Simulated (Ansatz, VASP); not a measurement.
# K: VASP beside Ansatz

The input INCAR:

```
SYSTEM = K
PREC = Accurate ; ENCUT = 520
EDIFF = 1E-7 ; ISMEAR = -1
SIGMA = 0.1 ; LREAL = .FALSE.
LASPH = .TRUE. ; NELM = 100
ALGO = Normal ; ISIF = 2
LWAVE = .FALSE. ; LCHARG = .TRUE.
GGA = PE ; LELF = .TRUE.
LVHAR = .TRUE. ; NBANDS = 10
```

Contents of KPOINTS:

```
regular mesh
0
G
  9 9 9
  0 0 0
```

Contents of POSCAR:

```
K
1.0
   -2.6417142217      2.6417142217      2.6417142217
    2.6417142217     -2.6417142217      2.6417142217
    2.6417142217      2.6417142217     -2.6417142217
K
1
Direct
    0.0000000000      0.0000000000      0.0000000000
```

Input for Ansatz:

```yaml
crystal:
  lattice:
    - [-2.6417142217, 2.6417142217, 2.6417142217]
    - [2.6417142217, -2.6417142217, 2.6417142217]
    - [2.6417142217, 2.6417142217, -2.6417142217]
  atoms:
    - { symbol: K, position: [0.0, 0.0, 0.0] }
hamiltonian:
  xc: pbe
  pseudopotentials:
    kind: paw
    azcp:
      K: "pseudopotentials/K.paw.azcp"
basis:
  ecutwfc: 420
  fft_grid_basis: typed
kpoints:
  mp_grid: { grid: [9, 9, 9], shift: [0, 0, 0] }
magnetization:
  spin_polarized: false
scf:
  occupations: { method: fermi_dirac, width: 0.1 }
  lower_state_search: "off"
output:
  stress: true
```

Alike in both runs: task single point; functional PBE; k mesh 9 × 9 × 9; occupations fermi-dirac, width 0.1 eV; no spin polarisation.

```csv
,VASP,Ansatz
version,VASP 6.6.1,Ansatz 0.2.0
potentials or method,"VASP PAW PBE potentials, release 64 (K_sv), cutoff 520 eV","plane waves (420 eV) with PAW, scalar-relativistic"
valence electrons in the cell,9,9
```

|  | VASP | Ansatz | Ansatz less VASP |
| --- | --- | --- | --- |
| pressure (GPa) | 0.0 | 0.0 | +0.01 |
